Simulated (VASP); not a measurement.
Wanted: the native input for a VASP 6.6.1 run.

```yaml
Task: single point
Functional: PBE
Potentials_or_basis: VASP PAW PBE potentials, release 64 (Na_pv, Sc_sv)
Cutoff: 520 eV
k_mesh: 8 × 8 × 4
Occupations: methfessel-paxton, width 0.05 eV
Spin: no spin polarisation
Dipole_correction: no
Further_INCAR_settings: ALGO = Normal; EDIFF = 1e-06; NBANDS = 20
```

The structure of Na2Sc lies in POSCAR:

```
Na2Sc
1.0
    3.3730850600      0.0000000000      0.0000000000
   -1.6865425300      2.9211773500      0.0000000000
    0.0000000000      0.0000000000      5.6300470300
Na Sc
2 1
Direct
    0.3333333300      0.6666666700      0.2500000000
    0.6666666700      0.3333333300      0.7500000000
    0.0000000000      0.0000000000      0.0000000000
```

These files were run (other wordings do the same):

INCAR

```
ALGO = Normal
EDIFF = 1E-6
ENCUT = 520
GGA = PE
ISIF = 2
ISMEAR = 1
LASPH = True
LCHARG = False
LREAL = False
LWAVE = False
NBANDS = 20
NELM = 60
PREC = Accurate
SIGMA = 0.05
```

KPOINTS

```
k-points
0
Gamma
  8 8 4
```

Potentials or basis: VASP PAW PBE potentials, release 64 (Na_pv, Sc_sv).

Command:

```sh
$ cat potpaw_PBE.64/Na_pv/POTCAR potpaw_PBE.64/Sc_sv/POTCAR > POTCAR
$ mpirun -np 1 vasp_std > vasp.out
```

It gave:

- Pressure: 29.5 GPa
- Largest force: 3.986 eV/Å
- Band gap on the k mesh: zero (an odd number of electrons rules out a gap without spin polarisation)

Caveat: the cell stands under pressure; forces of over 1 eV/Å act on the atoms, so gaps and moduli don't describe the material at rest.

Wall time 21 s on 1 thread of Intel(R) Xeon(R) 6975P-C (Granite Rapids) (shared host), peak memory 0.18 GiB.
